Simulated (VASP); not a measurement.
# Tm2MgC2 (I4/mmm) in VASP: relaxation of shape and atoms at fixed volume with PBE

Aim: the relaxation of shape and atoms at fixed volume of Tm2MgC2 with PBE.

All numbers are computed with VASP 6.6.1; they aren't measurements. Logs are shortened: lines on timing, memory, paths and dates and some standing lists are left out, and cuts for length are marked.

**1. The cell of the first run**

Symmetry: I4/mmm, No. 139, tetragonal system. Conventional cell: a = 3.594 Å, b = 3.594 Å, c = 14.023 Å, α = 90.00°, β = 90.00°, γ = 90.00°. Within 3.2 Å of Tm (site symmetry 4mm) lie 5 C at 2.45 to 2.54 Å. Within 2.9 Å of Mg (site symmetry 4/mmm) lie 2 C at 2.21 Å. C (site symmetry 4mm) has 1 Mg at 2.21 Å and 5 Tm at 2.45 to 2.54 Å within 2.9 Å.

**2. Relaxation of shape and atoms at fixed volume, PBE (18.12 Å³/atom)**

Input file INCAR:

```
PREC     = Accurate       # precision mode
ENCUT    = 600            # plane-wave cutoff, eV
EDIFF    = 1E-7           # SCF threshold, eV
ISMEAR   = 0              # smearing method
SIGMA    = 0.1            # smearing width, eV
LREAL    = F              # projectors in reciprocal space
LASPH    = T              # aspherical terms in the spheres
NELM     = 200            # most SCF steps
ALGO     = Normal         # electronic algorithm
ISIF     = 4              # what is computed and relaxed
LWAVE    = F              # write WAVECAR
LCHARG   = F              # write CHGCAR
GGA      = PE             # functional
IBRION   = 2              # ionic algorithm
NSW      = 50             # ionic steps
EDIFFG   = -0.01          # ionic threshold
GGA_COMPAT= F            
NELMIN   = 4            
LMAXMIX  = 6              # l up to which the mixer works
```

Input file KPOINTS:

```
Automatic mesh
0
Gamma
  12 12 12
```

Input file POSCAR:

```
Tm2MgC2
1.0
   -1.7972277431      1.7972277431      7.0113701011
    1.7972277431     -1.7972277431      7.0113701011
    1.7972277431      1.7972277431     -7.0113701011
Tm Mg C
2 1 2
Direct
    0.6671026334      0.6671026334      0.0000000000
    0.3328973666      0.3328973666      0.0000000000
    0.0000000000      0.0000000000      0.0000000000
    0.8421526037      0.8421526037      0.0000000000
    0.1578473963      0.1578473963      0.0000000000
```

Potentials or basis: VASP PAW PBE potentials, release 64 (Tm_3, Mg, C), 4f in core.

The run is started by

```
$ cat potpaw_PBE.64/Tm_3/POTCAR potpaw_PBE.64/Mg/POTCAR potpaw_PBE.64/C/POTCAR > POTCAR
$ mpirun -np 1 vasp_std > vasp.out
```

OUTCAR:

```text
PREC = Accurate
   ENCUT = 600
   EDIFF = 1E-7
   ISMEAR = 0
   LREAL = F
   LASPH = T
   NELM = 200
   ISIF = 4
   GGA = PE
   IBRION = 2
   NSW = 50
   EDIFFG = -0.01
   NELMIN = 4

 ion  position               nearest neighbor table
   1  0.667  0.667  0.000-   4 2.45   5 2.54   5 2.54   5 2.54   5 2.54   2 3.44   2 3.44   2 3.44
                             2 3.44   3 3.46   3 3.46   3 3.46   3 3.46
   2  0.333  0.333  0.000-   5 2.45   4 2.54   4 2.54   4 2.54   4 2.54   1 3.44   1 3.44   1 3.44
                             1 3.44   3 3.46   3 3.46   3 3.46   3 3.46
   3  0.000  0.000  0.000-   4 2.21   5 2.21   2 3.46   1 3.46   1 3.46   1 3.46   2 3.46   2 3.46
                             1 3.46   2 3.46
   4  0.842  0.842  0.000-   3 2.21   1 2.45   2 2.54   2 2.54   2 2.54   2 2.54
   5  0.158  0.158  0.000-   3 2.21   2 2.45   1 2.54   1 2.54   1 2.54   1 2.54

  LATTYP: Found a body centered tetragonal cell.
 ALAT       =     3.5944554862
 C/A-ratio  =     3.9012140381

  Lattice vectors:

 A1 = (  -1.7972277431,   1.7972277431,   7.0113701011)
 A2 = (   1.7972277431,  -1.7972277431,   7.0113701011)
 A3 = (   1.7972277431,   1.7972277431,  -7.0113701011)

Analysis of symmetry for initial positions (statically):
=====================================================================
 Subroutine PRICEL returns:
 Original cell was already a primitive cell.

 Routine SETGRP: Setting up the symmetry group for a
 body centered tetragonal supercell.

 Subroutine GETGRP returns: Found 16 space group operations
 (whereof 16 operations were pure point group operations)
 out of a pool of 16 trial point group operations.

The static configuration has the point symmetry D_4h.

Analysis of symmetry for dynamics (positions and initial velocities):
=====================================================================
 Subroutine PRICEL returns:
 Original cell was already a primitive cell.

 Routine SETGRP: Setting up the symmetry group for a
 body centered tetragonal supercell.

 Subroutine GETGRP returns: Found 16 space group operations
 (whereof 16 operations were pure point group operations)
 out of a pool of 16 trial point group operations.

The dynamic configuration has the point symmetry D_4h.

 Subroutine INISYM returns: Found 16 space group operations
 (whereof 16 operations are pure point group operations),
 and found     1 'primitive' translations

----------------------------------------------------------------------------------------

                                     Primitive cell

  volume of cell :      90.5877

  direct lattice vectors                    reciprocal lattice vectors
    -1.797227743  1.797227743  7.011370101     0.000000000  0.278206255  0.071312738
     1.797227743 -1.797227743  7.011370101     0.278206255  0.000000000  0.071312738
     1.797227743  1.797227743 -7.011370101     0.278206255  0.278206255  0.000000000

  length of vectors
     7.457839219  7.457839219  7.457839219     0.287200674  0.287200674  0.393443059

  position of ions in fractional coordinates (direct lattice)
     0.667102633  0.667102633  0.000000000
     0.332897367  0.332897367  0.000000000
     0.000000000  0.000000000  0.000000000
     0.842152604  0.842152604  0.000000000
     0.157847396  0.157847396  0.000000000

  ion indices of the primitive-cell ions
   primitive index   ion index
                 1           1
                 2           2
                 3           3
                 4           4
                 5           5

----------------------------------------------------------------------------------------

 KPOINTS: Automatic mesh

Automatic generation of k-mesh.
 Grid dimensions read from file:
 generate k-points for:   12   12   12

 Generating k-lattice:

  Cartesian coordinates                     Fractional coordinates (reciprocal lattice)
     0.000000000  0.023183855  0.005942728     0.083333333 -0.000000000  0.000000000
     0.023183855  0.000000000  0.005942728    -0.000000000  0.083333333  0.000000000
     0.023183855  0.023183855  0.000000000     0.000000000  0.000000000  0.083333333

  Length of vectors
     0.023933389  0.023933389  0.032786922

  Shift w.r.t. Gamma in fractional coordinates (k-lattice)
     0.000000000  0.000000000  0.000000000

 Subroutine IBZKPT returns following result:
 ===========================================

 Found    163 irreducible k-points:

 Following reciprocal coordinates:
            Coordinates               Weight
  0.000000  0.000000  0.000000      1.000000
  0.083333  0.000000 -0.000000      8.000000
  0.166667  0.000000 -0.000000      8.000000
  0.250000  0.000000 -0.000000      8.000000
  0.333333  0.000000 -0.000000      8.000000
  0.416667  0.000000 -0.000000      8.000000
[... 16 lines left out ...]
  0.500000  0.166667 -0.000000     16.000000
 -0.416667  0.166667  0.000000     16.000000
 [... further k-points ...]
   k-points           NKPTS =    163   k-points in BZ     NKDIM =    163   number of bands    NBANDS=     18
   number of dos      NEDOS =    301   number of ions     NIONS =      5
   total plane-waves  NPLWV = 216000
   dimension x,y,z NGX =    60 NGY =   60 NGZ =   60
   dimension x,y,z NGXF=   120 NGYF=  120 NGZF=  120
   ions per type =               2   1   2
   NGX,Y,Z   is equivalent  to a cutoff of  13.37, 13.37, 13.37 a.u.
   NGXF,Y,Z  is equivalent  to a cutoff of  26.75, 26.75, 26.75 a.u.
 SYSTEM =  unknown system
   PREC   = accura    normal or accurate (medium, high low for compatibility)
   ISTART =      0    job   : 0-new  1-cont  2-samecut
   ICHARG =      2    charge: 1-file 2-atom 10-const
   ISPIN  =      1    spin polarized calculation?
   LNONCOLLINEAR =      F non collinear calculations
   LSORBIT =      F    spin-orbit coupling
   LASPH  =      T    aspherical Exc in radial PAW
   ENCUT  =  600.0 eV  44.10 Ry    6.64 a.u.  14.90 14.90 14.90*2*pi/ulx,y,z
   NELM   =    200;   NELMIN=  4; NELMDL= -5     # of ELM steps
   EDIFF  = 0.1E-06   stopping-criterion for ELM
   LREAL  =      F    real-space projection
   EDIFFG = -.1E-01   stopping-criterion for IOM
   NSW    =     50    number of steps for IOM
   IBRION =      2    ionic relax: 0-MD 1-quasi-New 2-CG
   NFREE  =      1    steps in history (QN), initial steepest desc. (CG)
   ISIF   =      4    stress and relaxation
   ISYM   =      2    0-nonsym 1-usesym 2-fastsym
   POTIM  = 0.5000    time-step for ionic-motion
   TEBEG  =    0.0;   TEEND  =   0.0 temperature during run
   PSTRESS=    0.0 pullay stress
   NELECT =      28.0000    total number of electrons
   NUPDOWN=      -1.0000    fix difference up-down
   EMIN   =  10.00;   EMAX   =-10.00  energy-range for DOS
   EFERMI =   0.00;   METHOD = LEGACY
   ISMEAR =     0;   SIGMA  =   0.10  broadening in eV -4-tet -1-fermi 0-gaus
   EFERMI_NEDOS =   21; number of points for ismear=-14 and -15
   IALGO  =     38    algorithm
   IMIX   =      4    mixing-type and parameters
     AMIX     =   0.40;   BMIX     =  1.00
     AMIX_MAG =   1.60;   BMIX_MAG =  1.00
  volume/ion in A,a.u.               =      18.12       122.26
  Fermi-wavevector in a.u.,A,eV,Ry     =   1.106890  2.091719 16.669933  1.225206
  Thomas-Fermi vector in A             =   2.243397
   LORBIT       =      0    0 simple, 1 ext, 2 COOP (PROOUT), +10 PAW based schemes
   GGA     = PE    functional components
   LHFCALC =     F    Hartree Fock is set to
   AEXX    =    0.0000 exact exchange contribution
   IVDW    =     0    specifies the selected vdW correction
   LEPSILON=     F    determine dielectric tensor
   LRPA    =     F    only Hartree local field effects (RPA)
 conjugate gradient relaxation of ions
 non-spin polarized calculation
 Gauss-broadening in eV      SIGMA  =   0.10
  energy-cutoff  :      600.00
  volume of cell :       90.59
 maximum number of plane-waves:      3047
   NGX = 29   NGY = 29   NGZ = 29

--------------------------------------- Ionic step        1  -------------------------------------------

 number of electron      28.0000001 magnetization

 Free energy of the ion-electron system (eV)
  ---------------------------------------------------
  ext. energy  EPLUGINS =         0.00000000
  ---------------------------------------------------
  free energy    TOTEN  =       -29.53476724 eV

  energy without entropy =      -29.51698210  energy(sigma->0) =      -29.52587467

------------------------ aborting loop because EDIFF is reached ----------------------------------------

  FORCE on cell =-STRESS in cart. coord.  units (eV):
  Direction    XX          YY          ZZ          XY          YZ          ZX
  --------------------------------------------------------------------------------------
  -------------------------------------------------------------------------------------
  Total       -2.5259702     -2.5259702     -2.7161248      0.0000000     -0.0000000      0.0000000
  in kB      -44.6755276    -44.6755276    -48.0386938      0.0000000     -0.0000000      0.0000000
  external PRESSURE =     -45.7965830 kB  Pullay stress =       0.0000000 kB
[... 102 lines left out ...]
  energy  without entropy=      -29.5187218695  energy(sigma->0) =      -29.52730218

--------------------------------------- Ionic step        4  -------------------------------------------

 number of electron      28.0000000 magnetization

 Free energy of the ion-electron system (eV)
  ---------------------------------------------------
  ext. energy  EPLUGINS =         0.00000000
  ---------------------------------------------------
  free energy    TOTEN  =       -29.53595371 eV

  energy without entropy =      -29.51882681  energy(sigma->0) =      -29.52739026

 E-fermi :   2.8963     XC(G=0): -10.0883

 val. band max:        2.8959035705   @ k =  -0.1667  -0.3333   0.1667
 cond. band min:       2.8970594736   @ k =  -0.3333  -0.4167   0.2500
 fundamental gap:      0.0011559032
 Fermi energy:         2.8963301849

 k-point     1 :       0.0000    0.0000    0.0000
  band No.  band energies     occupation
      1     -21.5286      2.00000
      2     -21.2355      2.00000
      3     -21.0700      2.00000
      4     -21.0700      2.00000
      5     -20.9206      2.00000
      6     -20.9206      2.00000
[... 10 lines left out ...]
     17       5.0071      0.00000
     18       6.5622      0.00000
[... 466 lines left out ...]
      2     -21.4268      2.00000
      3     -21.1681      2.00000
      4     -21.1558      2.00000
      5     -21.0193      2.00000
      6     -20.9960      2.00000
[... 10 lines left out ...]
     17       6.0145      0.00000
     18       6.8662      0.00000

 [... further k-points ...]

------------------------ aborting loop because EDIFF is reached ----------------------------------------

  FORCE on cell =-STRESS in cart. coord.  units (eV):
  Direction    XX          YY          ZZ          XY          YZ          ZX
  --------------------------------------------------------------------------------------
  -------------------------------------------------------------------------------------
  Total       -2.4984849     -2.4984849     -2.4705083      0.0000000      0.0000000      0.0000000
  in kB      -44.1894105    -44.1894105    -43.6946025      0.0000000      0.0000000      0.0000000
  external PRESSURE =     -44.0244745 kB  Pullay stress =       0.0000000 kB
[... 20 lines left out ...]
  FREE ENERGIE OF THE ION-ELECTRON SYSTEM (eV)
  ---------------------------------------------------
  free  energy   TOTEN  =       -29.5359537145 eV

  energy  without entropy=      -29.5188268052  energy(sigma->0) =      -29.52739026

 reached required accuracy - stopping structural energy minimisation
```

It took 22 min on 1 thread of AMD EPYC 9R45 (Zen 5), shared host; peak memory 0.75 GiB.

Results:

```
Free energy                  : -29.5360 eV
Energy gained by relaxing    : 0.2 meV/atom
Ionic steps                  : 4
Pressure after relaxing      : -4.4 GPa
Largest force after relaxing : 0.005 eV/Å
Band gap on the k mesh       : zero (bands 14 and 15 overlap by 1.03 eV)
```

Forces in eV/Å, atoms in the order of the input:
```
Tm   0.000  0.000  0.005
Tm   0.000  0.000 -0.005
Mg   0.000  0.000  0.000
C    0.000  0.000  0.002
C    0.000  0.000 -0.002
```

Step by step:
| step | energy change (eV) | largest force (eV/Å) | pressure (GPa) | volume (Å³) |
| --- | --- | --- | --- | --- |
| 1 | 0.0000 | 0.1011 | -4.58 | 90.59 |
| 2 | -0.0009 | 0.0528 | -4.49 | 90.59 |
| 3 | -0.0011 | 0.0141 | -4.42 | 90.59 |
| 4 | -0.0012 | 0.0049 | -4.40 | 90.59 |

Final structure:
```yaml
crystal:
  lattice:
    - [-1.79859, 1.79859, 7.00073]
    - [1.79859, -1.79859, 7.00073]
    - [1.79859, 1.79859, -7.00073]
  atoms:
    - { symbol: Tm, position: [0.66780, 0.66780, 0.00000] }
    - { symbol: Tm, position: [0.33220, 0.33220, 0.00000] }
    - { symbol: Mg, position: [0.00000, 0.00000, 0.00000] }
    - { symbol: C, position: [0.84222, 0.84222, 0.00000] }
    - { symbol: C, position: [0.15778, 0.15778, 0.00000] }
```

Levels at points of the mesh, in eV from the Fermi level:
```csv
k point,band 10,band 11,band 12,band 13,band 14,band 15,band 16,band 17,band 18
"(0.00, 0.00, 0.00)",-1.57,-0.46,0.59,0.62,0.62,0.64,0.64,2.11,3.67
"(0.50, 0.00, 0.00)",-3.64,-2.28,-1.49,-1.21,-1.18,-0.28,2.49,4.15,4.94
"(0.50, 0.50, 0.00)",-1.35,-1.34,-1.09,-0.83,-0.67,-0.08,1.10,1.81,2.84
"(0.50, 0.50, 0.50)",-1.74,0.49,0.59,0.59,0.75,0.75,1.68,2.38,3.15
```

Caveat: spin-orbit coupling is left out, which moves the levels of the heavy elements; the 4f electrons are frozen in the core, so they carry no moment and show no levels.
